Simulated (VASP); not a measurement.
# Al2Pt (P31m) in VASP: further runs

The runs below take Al2Pt through single point, relaxation of cell and atoms, with PBE.

Program: VASP 6.6.1. These are calculated values, not measurements. Logs are shortened: lines on timing, memory, paths and dates and some standing lists are left out, and cuts for length are marked.

**1. The cell of the first run**

The structure is trigonal, space group P31m (No. 157). Conventional cell: a = 4.022 Å, b = 4.022 Å, c = 6.590 Å, α = 90.00°, β = 90.00°, γ = 120.00°. Within 2.7 Å of Al (site symmetry m) lie 4 Al at 2.01 Å and 2 Pt at 2.22 Å. Within 3.5 Å of Al (site symmetry 3m) lie 6 Pt at 2.49 Å and 6 Al at 3.42 to 3.47 Å. Within 2.9 Å of Pt (site symmetry 3) lie 6 Al at 2.22 to 2.49 Å and 3 Pt at 2.32 Å.

The cell was built from a structure type or drawn by symmetry, and may not be a known phase.

**2. Single point, PBE**

INCAR

```
PREC = Accurate
ENCUT = 520
EDIFF = 1E-6
ISMEAR = 0
SIGMA = 0.1
LREAL = False
LASPH = True
NELM = 100
ALGO = Fast
ISIF = 2
LWAVE = False
LCHARG = True
GGA = PE
LELF = True
LVHAR = True
NBANDS = 25
```

KPOINTS

```
regular mesh
0
Gamma
  6 6 4
```

POSCAR

```
Al2Pt
1.0
    4.0217139900      0.0000000000      0.0000000000
   -2.0108569900      3.4829064800      0.0000000000
    0.0000000000      0.0000000000      6.5904656600
Al Pt
4 2
Direct
    0.4902078500      0.0000000000      0.7217556700
    0.0000000000      0.4902078500      0.7217556700
    0.5097921500      0.5097921500      0.7217556700
    0.0000000000      0.0000000000      0.1463672300
    0.3333333300      0.6666666700      0.0090575300
    0.6666666700      0.3333333300      0.0090575300
```

Potentials or basis: VASP PAW PBE potentials, release 64 (Al, Pt).

Command:

```sh
cat potpaw_PBE.64/Al/POTCAR potpaw_PBE.64/Pt/POTCAR > POTCAR
mpirun -np 1 vasp_std > vasp.out
```

OUTCAR:

```text
PREC = Accurate
   ENCUT = 520
   EDIFF = 1E-6
   ISMEAR = 0
   LREAL = False
   LASPH = True
   NELM = 100
   ISIF = 2
   GGA = PE

 ion  position               nearest neighbor table
   1  0.490  0.000  0.722-   3 2.01   3 2.01   2 2.01   2 2.01   5 2.22   6 2.22
   2  0.000  0.490  0.722-   3 2.01   3 2.01   1 2.01   1 2.01   6 2.22   5 2.22
   3  0.510  0.510  0.722-   1 2.01   1 2.01   2 2.01   2 2.01   6 2.22   5 2.22
   4  0.000  0.000  0.146-   5 2.49   6 2.49   5 2.49   6 2.49   6 2.49   5 2.49
   5  0.333  0.667  0.009-   1 2.22   2 2.22   3 2.22   6 2.32   6 2.32   6 2.32   4 2.49   4 2.49
                             4 2.49
   6  0.667  0.333  0.009-   2 2.22   1 2.22   3 2.22   5 2.32   5 2.32   5 2.32   4 2.49   4 2.49
                             4 2.49

  LATTYP: Found a hexagonal cell.
 ALAT       =     4.0217139900
 C/A-ratio  =     1.6387206242

  Lattice vectors:

 A1 = (   4.0217139900,   0.0000000000,   0.0000000000)
 A2 = (  -2.0108569900,   3.4829064800,   0.0000000000)
 A3 = (   0.0000000000,   0.0000000000,   6.5904656600)

Analysis of symmetry for initial positions (statically):
=====================================================================
 Subroutine PRICEL returns:
 Original cell was already a primitive cell.

 Routine SETGRP: Setting up the symmetry group for a
 hexagonal supercell.

 Subroutine GETGRP returns: Found  6 space group operations
 (whereof  6 operations were pure point group operations)
 out of a pool of 24 trial point group operations.

The static configuration has the point symmetry C_3v.

Analysis of symmetry for dynamics (positions and initial velocities):
=====================================================================
 Subroutine PRICEL returns:
 Original cell was already a primitive cell.

 Routine SETGRP: Setting up the symmetry group for a
 hexagonal supercell.

 Subroutine GETGRP returns: Found  6 space group operations
 (whereof  6 operations were pure point group operations)
 out of a pool of 24 trial point group operations.

The dynamic configuration has the point symmetry C_3v.

 Subroutine INISYM returns: Found  6 space group operations
 (whereof  6 operations are pure point group operations),
 and found     1 'primitive' translations

----------------------------------------------------------------------------------------

                                     Primitive cell

  volume of cell :      92.3143

  direct lattice vectors                    reciprocal lattice vectors
     4.021713990  0.000000000  0.000000000     0.248650203  0.143558261  0.000000000
    -2.010856990  3.482906480  0.000000000     0.000000000  0.287116523  0.000000000
     0.000000000  0.000000000  6.590465660     0.000000000  0.000000000  0.151734346

  length of vectors
     4.021713990  4.021713986  6.590465660     0.287116523  0.287116523  0.151734346

  position of ions in fractional coordinates (direct lattice)
     0.490207850  0.000000000  0.721755670
     0.000000000  0.490207850  0.721755670
     0.509792150  0.509792150  0.721755670
     0.000000000  0.000000000  0.146367230
     0.333333330  0.666666670  0.009057530
     0.666666670  0.333333330  0.009057530

  ion indices of the primitive-cell ions
   primitive index   ion index
                 1           1
                 2           2
                 3           3
                 4           4
                 5           5
                 6           6

----------------------------------------------------------------------------------------

 KPOINTS: regular mesh

Automatic generation of k-mesh.
 Grid dimensions read from file:
 generate k-points for:    6    6    4

 Generating k-lattice:

  Cartesian coordinates                     Fractional coordinates (reciprocal lattice)
     0.041441700  0.023926377  0.000000000     0.166666667  0.000000000  0.000000000
     0.000000000  0.047852754  0.000000000     0.000000000  0.166666667  0.000000000
     0.000000000  0.000000000  0.037933587     0.000000000  0.000000000  0.250000000

  Length of vectors
     0.047852754  0.047852754  0.037933587

  Shift w.r.t. Gamma in fractional coordinates (k-lattice)
     0.000000000  0.000000000  0.000000000

 Subroutine IBZKPT returns following result:
 ===========================================

 Found     24 irreducible k-points:

 Following reciprocal coordinates:
            Coordinates               Weight
  0.000000  0.000000  0.000000      1.000000
  0.166667  0.000000  0.000000      6.000000
  0.333333  0.000000  0.000000      6.000000
  0.500000  0.000000  0.000000      3.000000
  0.166667  0.166667  0.000000      6.000000
  0.333333  0.166667  0.000000     12.000000
[... 16 lines left out ...]
  0.333333  0.166667  0.500000     12.000000
  0.333333  0.333333  0.500000      2.000000
   k-points           NKPTS =     24   k-points in BZ     NKDIM =     24   number of bands    NBANDS=     25
   number of dos      NEDOS =    301   number of ions     NIONS =      6
   total plane-waves  NPLWV =  45000
   dimension x,y,z NGX =    30 NGY =   30 NGZ =   50
   dimension x,y,z NGXF=    60 NGYF=   60 NGZF=  100
   ions per type =               4   2
   NGX,Y,Z   is equivalent  to a cutoff of  12.40, 12.40, 12.61 a.u.
   NGXF,Y,Z  is equivalent  to a cutoff of  24.80, 24.80, 25.23 a.u.
 SYSTEM =  unknown system
   PREC   = accura    normal or accurate (medium, high low for compatibility)
   ISTART =      0    job   : 0-new  1-cont  2-samecut
   ICHARG =      2    charge: 1-file 2-atom 10-const
   ISPIN  =      1    spin polarized calculation?
   LNONCOLLINEAR =      F non collinear calculations
   LSORBIT =      F    spin-orbit coupling
   LASPH  =      T    aspherical Exc in radial PAW
   ENCUT  =  520.0 eV  38.22 Ry    6.18 a.u.   7.48  7.48 12.25*2*pi/ulx,y,z
   NELM   =    100;   NELMIN=  2; NELMDL= -5     # of ELM steps
   EDIFF  = 0.1E-05   stopping-criterion for ELM
   LREAL  =      F    real-space projection
   EDIFFG = 0.1E-04   stopping-criterion for IOM
   NSW    =      0    number of steps for IOM
   IBRION =     -1    ionic relax: 0-MD 1-quasi-New 2-CG
   NFREE  =      0    steps in history (QN), initial steepest desc. (CG)
   ISIF   =      2    stress and relaxation
   ISYM   =      2    0-nonsym 1-usesym 2-fastsym
   POTIM  = 0.5000    time-step for ionic-motion
   TEBEG  =    0.0;   TEEND  =   0.0 temperature during run
   PSTRESS=    0.0 pullay stress
   NELECT =      32.0000    total number of electrons
   NUPDOWN=      -1.0000    fix difference up-down
   EMIN   =  10.00;   EMAX   =-10.00  energy-range for DOS
   EFERMI =   0.00;   METHOD = LEGACY
   ISMEAR =     0;   SIGMA  =   0.10  broadening in eV -4-tet -1-fermi 0-gaus
   EFERMI_NEDOS =   21; number of points for ismear=-14 and -15
   IALGO  =     68    algorithm
   IMIX   =      4    mixing-type and parameters
     AMIX     =   0.40;   BMIX     =  1.00
     AMIX_MAG =   1.60;   BMIX_MAG =  1.00
  volume/ion in A,a.u.               =      15.39       103.83
  Fermi-wavevector in a.u.,A,eV,Ry     =   1.150010  2.173205 17.994032  1.322524
  Thomas-Fermi vector in A             =   2.286677
   LORBIT       =      0    0 simple, 1 ext, 2 COOP (PROOUT), +10 PAW based schemes
   GGA     = PE    functional components
   LHFCALC =     F    Hartree Fock is set to
   AEXX    =    0.0000 exact exchange contribution
   IVDW    =     0    specifies the selected vdW correction
   LEPSILON=     F    determine dielectric tensor
   LRPA    =     F    only Hartree local field effects (RPA)
 non-spin polarized calculation
 RMM-DIIS sequential band-by-band and
 Gauss-broadening in eV      SIGMA  =   0.10
  energy-cutoff  :      520.00
  volume of cell :       92.31
 maximum number of plane-waves:      2539
 NGX is ok and might be reduce to    30
   NGX = 15   NGY = 15   NGZ = 25

 number of electron      31.9999997 magnetization

 Free energy of the ion-electron system (eV)
  ---------------------------------------------------
  ext. energy  EPLUGINS =         0.00000000
  ---------------------------------------------------
  free energy    TOTEN  =       -10.44604951 eV

  energy without entropy =      -10.43629985  energy(sigma->0) =      -10.44117468

 E-fermi :   9.4503     XC(G=0): -10.7026

 val. band max:        9.3843199575   @ k =   0.5000   0.0000   0.0000
 cond. band min:       9.4720038782   @ k =   0.3333   0.0000   0.0000
 fundamental gap:      0.0876839207
 Fermi energy:         9.4502566409

 k-point     1 :       0.0000    0.0000    0.0000
  band No.  band energies     occupation
      1      -3.8297      2.00000
      2      -0.9389      2.00000
      3       1.6112      2.00000
      4       1.6112      2.00000
      5       2.5701      2.00000
      6       2.5701      2.00000
[... 17 lines left out ...]
     24      15.5433      0.00000
     25      15.5435      0.00000

 k-point     2 :       0.1667    0.0000    0.0000
  band No.  band energies     occupation
      1      -3.4700      2.00000
      2      -0.5842      2.00000
      3       1.2511      2.00000
      4       1.3699      2.00000
      5       1.6402      2.00000
      6       2.1875      2.00000
[... 17 lines left out ...]
     24      15.2395      0.00000
     25      15.6263      0.00000

 k-point     3 :       0.3333    0.0000    0.0000
  band No.  band energies     occupation
      1      -2.5065      2.00000
      2       0.3193      2.00000
      3       0.4476      2.00000
      4       0.4674      2.00000
      5       0.9941      2.00000
      6       1.7580      2.00000
[... 552 lines left out ...]
 k-point    23 :       0.3333    0.1667    0.5000
  band No.  band energies     occupation
      1      -1.6808      2.00000
      2      -0.2475      2.00000
      3      -0.1305      2.00000
      4       0.5528      2.00000
      5       1.1651      2.00000
      6       1.8094      2.00000
[... 17 lines left out ...]
     24      15.8921      0.00000
     25      17.7821      0.00000

 k-point    24 :       0.3333    0.3333    0.5000
  band No.  band energies     occupation
      1      -0.7441      2.00000
      2      -0.7441      2.00000
      3      -0.5757      2.00000
      4       0.1043      2.00000
      5       1.7701      2.00000
      6       1.7701      2.00000
[... 17 lines left out ...]
     24      14.5678      0.00000
     25      18.1465      0.00000

------------------------ aborting loop because EDIFF is reached ----------------------------------------

  FORCE on cell =-STRESS in cart. coord.  units (eV):
  Direction    XX          YY          ZZ          XY          YZ          ZX
  --------------------------------------------------------------------------------------
  -------------------------------------------------------------------------------------
  Total       82.4203963     82.4203962     36.0700846      0.0000001      0.0000000      0.0000000
  in kB     1430.4615352   1430.4615334    626.0206316      0.0000021      0.0000000      0.0000000
  external PRESSURE =    1162.3145667 kB  Pullay stress =       0.0000000 kB

 VOLUME and BASIS-vectors are now :
 -----------------------------------------------------------------------------
  energy-cutoff  :      520.00
  volume of cell :       92.31
      direct lattice vectors                 reciprocal lattice vectors
     4.021713990  0.000000000  0.000000000     0.248650203  0.143558261  0.000000000
    -2.010856990  3.482906480  0.000000000     0.000000000  0.287116523  0.000000000
     0.000000000  0.000000000  6.590465660     0.000000000  0.000000000  0.151734346

 POSITION                                       TOTAL-FORCE (eV/Angst)
 -----------------------------------------------------------------------------------
      1.97148      0.00000      4.75671        -1.075226      0.000000     -6.254924
     -0.98574      1.70735      4.75671         0.537613     -0.931173     -6.254924
      1.02512      1.77556      4.75671         0.537613      0.931173     -6.254924
      0.00000      0.00000      0.96463         0.000000      0.000000      2.244902
     -0.00000      2.32194      0.05969         0.000000      0.000000      8.259935
      2.01086      1.16097      0.05969         0.000000      0.000000      8.259935
 -----------------------------------------------------------------------------------
    total drift:                               -0.000000     -0.000000      0.001792

  FREE ENERGIE OF THE ION-ELECTRON SYSTEM (eV)
  ---------------------------------------------------
  free  energy   TOTEN  =       -10.4460495148 eV

  energy  without entropy=      -10.4362998539  energy(sigma->0) =      -10.44117468
```

It took 30 s on 1 thread of Intel Xeon 6975P-C (Granite Rapids), shared host; peak memory 0.22 GiB.

What came out:

| Property | Result |
| --- | --- |
| Free energy | -10.4460 eV |
| Pressure | 116.2 GPa |
| Largest force | 8.260 eV/Å |
| Band gap on the k mesh | zero (bands 16 and 17 overlap by 1.64 eV) |

Forces in eV/Å, atoms in the order of the input:
```
Al  -1.075  0.000 -6.255
Al   0.538 -0.931 -6.255
Al   0.538  0.931 -6.255
Al   0.000  0.000  2.245
Pt   0.000  0.000  8.260
Pt   0.000  0.000  8.260
```

Caveat: the cell stands under pressure; spin-orbit coupling is left out, which moves the levels of the heavy elements; forces of over 1 eV/Å act on the atoms, so gaps and moduli don't describe the material at rest.

**3. Relaxation of cell and atoms, PBE**

INCAR

```
SYSTEM = Al2Pt
ALGO = Fast
EDIFF = 1E-6
EDIFFG = -0.04
ENCUT = 600
GGA = PE
IBRION = 2
ISIF = 3
ISMEAR = 0
LASPH = .True.
LCHARG = .False.
LREAL = .False.
LWAVE = .False.
NELM = 80
NSW = 90
PREC = Accurate
SIGMA = 0.1
```

KPOINTS

```
k-points
0
Gamma
  6 6 4
  0 0 0
```

POSCAR is that of step 2.

Potentials or basis: VASP PAW PBE potentials, release 64 (Al, Pt).

Command:

```sh
cat potpaw_PBE.64/Al/POTCAR potpaw_PBE.64/Pt/POTCAR > POTCAR
mpirun -np 1 vasp_std > vasp.out
```

Run time: 19 min. Hardware: 1 thread of Intel Xeon 6975P-C (Granite Rapids), shared host; peak memory 0.27 GiB.

It converged, with:

```yaml
Free_energy: -30.4599 eV
Relaxed_volume: 15.33 Å³/atom
Relaxed_cell: a = 5.003 Å, b = 5.003 Å, c = 4.243 Å, α = 90.00°, β = 90.00°, γ = 120.00°
Space_group_after_relaxing_to_0.1_Å: P-62m (No. 189)
Energy_gained_by_relaxing: 3335.5 meV/atom
Ionic_steps: 60
Pressure_after_relaxing: -0.1 GPa
Largest_force_after_relaxing: 0.038 eV/Å
Band_gap_on_the_k_mesh: zero (bands 16 and 17 overlap by 1.06 eV)
```

Forces on the atoms (eV/Å):
```
Al   0.021  0.000  0.013
Al  -0.011  0.018  0.013
Al  -0.011 -0.018  0.013
Al   0.000  0.000  0.036
Pt   0.000  0.000 -0.038
Pt   0.000  0.000 -0.038
```

Stress tensor (GPa, compression positive):
```
-0.20  0.00  0.00
 0.00 -0.20  0.00
 0.00  0.00  0.04
```

The path:
```tsv
step	energy change (eV)	largest force (eV/Å)	pressure (GPa)	volume (Å³)
1	0.0000	8.2606	116.28	92.31
3	-5.8810	1.1663	-7.91	280.54
5	-14.7529	1.3427	-6.35	155.55
7	-15.0037	1.3427	-2.85	146.71
9	-15.0379	1.3412	-1.65	144.34
11	-15.7571	0.6739	-1.94	140.37
13	-15.9263	0.9192	-0.66	134.57
15	-16.2962	2.7649	23.04	93.20
17	-16.3340	2.7507	23.52	92.50
19	-16.4939	2.7054	26.14	89.38
21	-16.2852	2.5676	49.71	77.33
23	-16.8280	2.5195	32.54	83.82
25	-18.1654	1.9787	24.81	83.97
27	-18.4238	2.4548	24.54	83.95
29	-19.1718	1.4679	6.73	91.41
31	-19.2478	1.0612	-0.55	95.97
33	-19.3028	1.0623	0.26	95.31
35	-19.5646	0.8375	0.28	95.61
37	-19.6011	0.7777	-0.21	96.07
39	-19.6897	0.3383	-7.13	100.10
41	-19.7077	0.4118	-5.83	99.14
43	-19.8047	0.2942	-5.28	98.11
45	-19.7949	1.3968	-0.59	94.06
47	-19.9160	0.3674	-3.24	95.84
49	-19.9536	0.2835	-0.02	93.44
51	-19.9615	0.2939	0.39	93.04
53	-19.9886	0.2414	-0.36	92.52
55	-20.0033	0.2317	0.93	91.44
57	-20.0082	0.1901	-0.43	92.24
59	-20.0118	0.0778	0.15	91.85
60	-20.0132	0.0376	-0.12	91.98
```

Final structure:
```cif
data_structure
_symmetry_space_group_name_H-M 'P 1'
_symmetry_Int_Tables_number 1
_cell_length_a 5.0033
_cell_length_b 5.0033
_cell_length_c 4.2425
_cell_angle_alpha 90.000
_cell_angle_beta 90.000
_cell_angle_gamma 120.000
_cell_volume 91.98
loop_
_atom_site_label
_atom_site_type_symbol
_atom_site_fract_x
_atom_site_fract_y
_atom_site_fract_z
_atom_site_occupancy
Al1 Al 0.35583 0.00000 0.63808 1
Al2 Al 0.00000 0.35583 0.63808 1
Al3 Al 0.64417 0.64417 0.63808 1
Al4 Al 0.00000 0.00000 0.13599 1
Pt1 Pt 0.33333 0.66667 0.13975 1
Pt2 Pt 0.66667 0.33333 0.13975 1
```

Levels at points of the mesh, in eV from the Fermi level:
| k point | band 13 | band 14 | band 15 | band 16 | band 17 | band 18 | band 19 | band 20 |
| --- | --- | --- | --- | --- | --- | --- | --- | --- |
| (0.00, 0.00, 0.00) | -3.34 | -2.04 | -2.04 | -0.49 | -0.49 | 0.18 | 0.57 | 3.50 |
| (0.50, 0.00, 0.00) | -2.46 | -2.02 | -0.18 | 0.04 | 0.59 | 1.84 | 2.43 | 2.68 |
| (0.00, 0.00, 0.50) | -2.69 | -2.55 | -0.68 | -0.06 | -0.06 | 0.69 | 0.69 | 1.87 |
| (0.50, 0.00, 0.50) | -3.44 | -2.95 | -2.76 | -2.34 | -0.12 | 0.40 | 3.44 | 3.73 |

Caveat: a cell axis changed by over 15 % at a fixed basis, so the end point is rough; spin-orbit coupling is left out, which moves the levels of the heavy elements.
